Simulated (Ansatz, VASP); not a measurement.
CuI in VASP and in Ansatz

Contents of INCAR:

```
PREC = Accurate
ENCUT = 600
EDIFF = 1E-6
ISMEAR = -1
SIGMA = 0.05
LREAL = False
LASPH = True
NELM = 100
ALGO = Normal
ISIF = 3
LWAVE = False
LCHARG = False
GGA = CA
IBRION = 2
NSW = 100
EDIFFG = -0.005
```

The input KPOINTS:

```
Automatic mesh
0
Gamma
  9 9 9
```

The input POSCAR:

```
CuI
1.0
    0.0000000000      2.9696152886      2.9696152886
    2.9696152886      0.0000000000      2.9696152886
    2.9696152886      2.9696152886      0.0000000000
Cu I
1 1
Direct
    0.2500000000      0.2500000000      0.2500000000
    0.0000000000      0.0000000000      0.0000000000
```

Input for Ansatz:

```yaml
crystal:
  lattice:
    - [0.0, 2.9696152886, 2.9696152886]
    - [2.9696152886, 0.0, 2.9696152886]
    - [2.9696152886, 2.9696152886, 0.0]
  atoms:
    - { symbol: Cu, position: [0.25, 0.25, 0.25] }
    - { symbol: I, position: [0.0, 0.0, 0.0] }
kpoints:
  mp_grid: { grid: [9, 9, 9] }
scf:
  occupations: { method: fermi_dirac, width: 0.05 }
hamiltonian:
  xc: lda
  pseudopotentials: { kind: all_electron, lapw: { basis_error: 0.001 } }
output:
  forces: true
  stress: true
relax:
  f_tol: 0.005
  max_steps: 80
  cell: {}
```

Alike in both runs: task relaxation of cell and atoms; functional LDA; k mesh 9 × 9 × 9; occupations fermi-dirac, width 0.05 eV; no spin polarisation.

```csv
,VASP,Ansatz
version,VASP 6.6.1,Ansatz 0.2.0
potentials or method,"VASP PAW LDA potentials, release 64 (Cu, I), cutoff 600 eV","all-electron LAPW, scalar-relativistic"
```

VASP gave:

- relaxed volume (Å³/atom): 25.22
- relaxed length of the cell vector where the two differ most in proportion (Å): 4.147

Estimate Ansatz's values.

relaxed volume (Å³/atom): 25.19; relaxed length of the cell vector where the two differ most in proportion (Å): 4.146.

LDA's correlation is that of Perdew and Zunger in VASP and of Perdew and Wang (1992) in Ansatz. Ansatz ran all-electron here, and VASP with PAW potentials.

Spin-orbit coupling is off throughout.
